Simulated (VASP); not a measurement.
A run of VASP 6.6.1 is set up as follows.

Contents of INCAR:

```
SYSTEM = LuBPd3
  PREC = Accurate
  ENCUT = 600
  EDIFF = 1E-6
  ISMEAR = -1
  SIGMA = 0.05
  LREAL = .False.
  LASPH = .True.
  NELM = 60
  ALGO = Normal
  ISIF = 3
  LWAVE = .False.
  LCHARG = .False.
  GGA = CA
  IBRION = 2
  NSW = 70
  EDIFFG = -0.005
```

The input KPOINTS:

```
Automatic mesh
0
Gamma
  8 8 8
  0 0 0
```

File POSCAR:

```
LuBPd3
1.0
    4.0900000000      0.0000000000      0.0000000000
    0.0000000000      4.0900000000      0.0000000000
    0.0000000000      0.0000000000      4.0900000000
Lu B Pd
1 1 3
Direct
    0.0000000000      0.0000000000      0.0000000000
    0.5000000000      0.5000000000      0.5000000000
    0.0000000000      0.5000000000      0.5000000000
    0.5000000000      0.0000000000      0.5000000000
    0.5000000000      0.5000000000      0.0000000000
```

Potentials or basis: VASP PAW PBE potentials, release 64 (Lu, B, Pd).

Command:

```bash
$ cat potpaw_PBE.64/Lu/POTCAR potpaw_PBE.64/B/POTCAR potpaw_PBE.64/Pd/POTCAR > POTCAR
$ mpirun -np 1 vasp_std > vasp.out
```

(1) What does it give for the space group after relaxing (to 0.1 Å)?

(2) What does it give for the relaxed cell?

(3) Estimate the relaxed volume.

Results:

(1) Pm-3m (No. 221).

(2) a = 4.194 Å, b = 4.194 Å, c = 4.194 Å, α = 90.00°, β = 90.00°, γ = 90.00°.

(3) 14.76 Å³/atom.

Caveat: the PAW data sets were made with another functional, which shifts forces and pressure a little.
